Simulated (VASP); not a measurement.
# Br (Fd-3m) in VASP: a series of runs

Runs on Br. Level: PBE. Tasks: single point, relaxation of cell and atoms.

Everything below comes from runs of VASP 6.6.1. Logs are shortened: lines on timing, memory, paths and dates and some standing lists are left out, and cuts for length are marked.

### 1 The cell of the first run

Symmetry: Fd-3m, No. 227, cubic system. The conventional cell has a = 7.039 Å, b = 7.039 Å, c = 7.039 Å, α = 90.00°, β = 90.00°, γ = 90.00°. Within 4.0 Å of Br (site symmetry -43m) lie 4 Br at 3.05 Å.

### 2 Single point, PBE

Contents of INCAR:

```
SYSTEM = Br
ALGO = Normal
EDIFF = 1E-6
ENCUT = 520
GGA = PE
ISIF = 2
ISMEAR = -1
LASPH = .TRUE.
LCHARG = .FALSE.
LREAL = .FALSE.
LWAVE = .FALSE.
NBANDS = 14
NELM = 60
PREC = Accurate
SIGMA = 0.05
```

Contents of KPOINTS:

```
k-points
0
G
  10 10 10
  0 0 0
```

Contents of POSCAR:

```
Br
1.0
    0.0000000000      3.5193287872      3.5193287872
    3.5193287872      0.0000000000      3.5193287872
    3.5193287872      3.5193287872      0.0000000000
Br
2
Direct
    0.0000000000      0.0000000000      0.0000000000
    0.2500000000      0.2500000000      0.2500000000
```

Potentials or basis: VASP PAW PBE potentials, release 64 (Br).

Launch:

```
$ cat potpaw_PBE.64/Br/POTCAR > POTCAR
$ mpirun -np 1 vasp_std > vasp.out
```

OUTCAR:

```text
SYSTEM = Br
   EDIFF = 1E-6
   ENCUT = 520
   GGA = PE
   ISIF = 2
   ISMEAR = -1
   LASPH = .TRUE.
   LREAL = .FALSE.
   NELM = 60
   PREC = Accurate

 ion  position               nearest neighbor table
   1  0.000  0.000  0.000-
   2  0.250  0.250  0.250-

  LATTYP: Found a face centered cubic cell.
 ALAT       =     7.0386575744

  Lattice vectors:

 A1 = (   0.0000000000,   3.5193287872,   3.5193287872)
 A2 = (   3.5193287872,   0.0000000000,   3.5193287872)
 A3 = (   3.5193287872,   3.5193287872,   0.0000000000)

Analysis of symmetry for initial positions (statically):
=====================================================================
 Subroutine PRICEL returns:
 Original cell was already a primitive cell.

 Routine SETGRP: Setting up the symmetry group for a
 face centered cubic supercell.

 Subroutine GETGRP returns: Found 48 space group operations
 (whereof 24 operations were pure point group operations)
 out of a pool of 48 trial point group operations.

The static configuration has the point symmetry T_d .
 The point group associated with its full space group is O_h .

Analysis of symmetry for dynamics (positions and initial velocities):
=====================================================================
 Subroutine PRICEL returns:
 Original cell was already a primitive cell.

 Routine SETGRP: Setting up the symmetry group for a
 face centered cubic supercell.

 Subroutine GETGRP returns: Found 48 space group operations
 (whereof 24 operations were pure point group operations)
 out of a pool of 48 trial point group operations.

The dynamic configuration has the point symmetry T_d .
 The point group associated with its full space group is O_h .

 Subroutine INISYM returns: Found 48 space group operations
 (whereof 24 operations are pure point group operations),
 and found     1 'primitive' translations

----------------------------------------------------------------------------------------

                                     Primitive cell

  volume of cell :      87.1785

  direct lattice vectors                    reciprocal lattice vectors
     0.000000000  3.519328787  3.519328787    -0.142072546  0.142072546  0.142072546
     3.519328787  0.000000000  3.519328787     0.142072546 -0.142072546  0.142072546
     3.519328787  3.519328787  0.000000000     0.142072546  0.142072546 -0.142072546

  length of vectors
     4.977082501  4.977082501  4.977082501     0.246076868  0.246076868  0.246076868

  position of ions in fractional coordinates (direct lattice)
     0.000000000  0.000000000  0.000000000
     0.250000000  0.250000000  0.250000000

  ion indices of the primitive-cell ions
   primitive index   ion index
[... 88 lines left out ...]
   EFERMI =   0.00;   METHOD = LEGACY
   ISMEAR =    -1;   SIGMA  =   0.05  broadening in eV -4-tet -1-fermi 0-gaus
   EFERMI_NEDOS =   21; number of points for ismear=-14 and -15
   IALGO  =     38    algorithm
   IMIX   =      4    mixing-type and parameters
     AMIX     =   0.40;   BMIX     =  1.00
     AMIX_MAG =   1.60;   BMIX_MAG =  1.00
  volume/ion in A,a.u.               =      43.59       294.15
  Fermi-wavevector in a.u.,A,eV,Ry     =   0.889845  1.681563 10.773420  0.791824
  Thomas-Fermi vector in A             =   2.011458
   LORBIT       =      0    0 simple, 1 ext, 2 COOP (PROOUT), +10 PAW based schemes
   GGA     = PE    functional components
   LHFCALC =     F    Hartree Fock is set to
   AEXX    =    0.0000 exact exchange contribution
   IVDW    =     0    specifies the selected vdW correction
   LEPSILON=     F    determine dielectric tensor
   LRPA    =     F    only Hartree local field effects (RPA)
 non-spin polarized calculation
  energy-cutoff  :      520.00
  volume of cell :       87.18
 maximum number of plane-waves:      2397
 NGX is ok and might be reduce to    40
   NGX = 19   NGY = 19   NGZ = 19

 number of electron      13.9999999 magnetization

 Free energy of the ion-electron system (eV)
  ---------------------------------------------------
  ext. energy  EPLUGINS =         0.00000000
  ---------------------------------------------------
  free energy    TOTEN  =        -2.02510758 eV

  energy without entropy =       -1.98193336  energy(sigma->0) =       -2.00352047

 E-fermi :  -1.4317     XC(G=0):  -6.7261

 val. band max:       -1.4483734507   @ k =   0.5000   0.1000   0.0000
 cond. band min:      -1.4251247047   @ k =   0.4000   0.2000   0.0000
 fundamental gap:      0.0232487460
 Fermi energy:        -1.4316591790

 k-point     1 :       0.0000    0.0000    0.0000
  band No.  band energies     occupation
      1     -16.3746      2.00000
      2     -14.4793      2.00000
      3      -4.0414      2.00000
      4      -4.0414      2.00000
      5      -4.0414      2.00000
      6      -2.2603      2.00000
      7      -2.2603      2.00000
      8      -2.2603      2.00000
      9       3.8198      0.00000
     10       7.7204      0.00000
     11       7.7204      0.00000
     12       9.0833      0.00000
     13       9.0833      0.00000
     14       9.0833      0.00000
[... 377 lines left out ...]
      1     -15.9049      2.00000
      2     -15.0765      2.00000
      3      -4.7278      2.00000
      4      -4.6714      2.00000
      5      -3.5340      2.00000
      6      -2.8243      2.00000
      7      -1.3315      0.23758
      8      -1.3033      0.14252
      9       5.6873      0.00000
     10       5.9134      0.00000
     11       8.6690      0.00000
     12       8.7907      0.00000
     13       9.6597      0.00000
     14       9.8785      0.00000

 [... further k-points ...]

------------------------ aborting loop because EDIFF is reached ----------------------------------------

  FORCE on cell =-STRESS in cart. coord.  units (eV):
  Direction    XX          YY          ZZ          XY          YZ          ZX
  --------------------------------------------------------------------------------------
  -------------------------------------------------------------------------------------
  Total       -0.1117102     -0.1117102     -0.1117102     -0.0000000     -0.0000000      0.0000000
  in kB       -2.0530227     -2.0530227     -2.0530227     -0.0000000     -0.0000000      0.0000000
  external PRESSURE =      -2.0530227 kB  Pullay stress =       0.0000000 kB

 VOLUME and BASIS-vectors are now :
 -----------------------------------------------------------------------------
  energy-cutoff  :      520.00
  volume of cell :       87.18
      direct lattice vectors                 reciprocal lattice vectors
     0.000000000  3.519328787  3.519328787    -0.142072546  0.142072546  0.142072546
     3.519328787  0.000000000  3.519328787     0.142072546 -0.142072546  0.142072546
     3.519328787  3.519328787  0.000000000     0.142072546  0.142072546 -0.142072546

 POSITION                                       TOTAL-FORCE (eV/Angst)
 -----------------------------------------------------------------------------------
      0.00000      0.00000      0.00000        -0.000000     -0.000000     -0.000000
      1.75966      1.75966      1.75966         0.000000      0.000000      0.000000
 -----------------------------------------------------------------------------------
    total drift:                               -0.000000      0.000000      0.000000

  FREE ENERGIE OF THE ION-ELECTRON SYSTEM (eV)
  ---------------------------------------------------
  free  energy   TOTEN  =        -2.0251075757 eV

  energy  without entropy=       -1.9819333621  energy(sigma->0) =       -2.00352047
```

OSZICAR:

```text
N       E                     dE             d eps       ncg     rms          rms(c)
DAV:   1     0.743159465667E+02    0.74316E+02   -0.52923E+03  1316   0.791E+02
DAV:   2     0.378363159346E+01   -0.70532E+02   -0.67007E+02  2004   0.142E+02
DAV:   3    -0.196202607093E+01   -0.57457E+01   -0.56372E+01  1700   0.424E+01
DAV:   4    -0.202297624463E+01   -0.60950E-01   -0.60910E-01  1652   0.537E+00
DAV:   5    -0.202361060008E+01   -0.63436E-03   -0.63430E-03  1790   0.532E-01    0.536E+00
DAV:   6    -0.202428911610E+01   -0.67852E-03   -0.10898E-03  1640   0.221E-01    0.326E+00
DAV:   7    -0.202511406219E+01   -0.82495E-03   -0.15827E-03  1730   0.284E-01    0.497E-02
DAV:   8    -0.202510325920E+01    0.10803E-04   -0.64979E-05  1640   0.420E-02    0.121E-02
DAV:   9    -0.202510688070E+01   -0.36215E-05   -0.58847E-06  1712   0.144E-02    0.480E-03
DAV:  10    -0.202510757573E+01   -0.69503E-06   -0.12621E-06  1232   0.980E-03
   1 F= -.20251076E+01 E0= -.20035205E+01  d E =-.431742E-01
```

stdout:

```text
POSCAR found type information on POSCAR Br
 POSCAR found :  1 types and       2 ions
 scaLAPACK will be used
 LDA part: xc-table for (Slater+PW92), standard interpolation
 POSCAR, INCAR and KPOINTS ok, starting setup
 FFT: planning ... GRIDC
 FFT: planning ... GRID_SOFT
 FFT: planning ... GRID
 WAVECAR not read
 entering main loop
```

Run time: 60 s. Hardware: 1 thread of Intel Xeon 8259CL, shared host; peak memory 0.25 GiB.

What came out:

```yaml
Free_energy: -2.0251 eV
Pressure: -0.2 GPa
Band_gap_on_the_k_mesh: zero (bands 7 and 8 overlap by 1.16 eV)
```

[end of part 1 of 2]
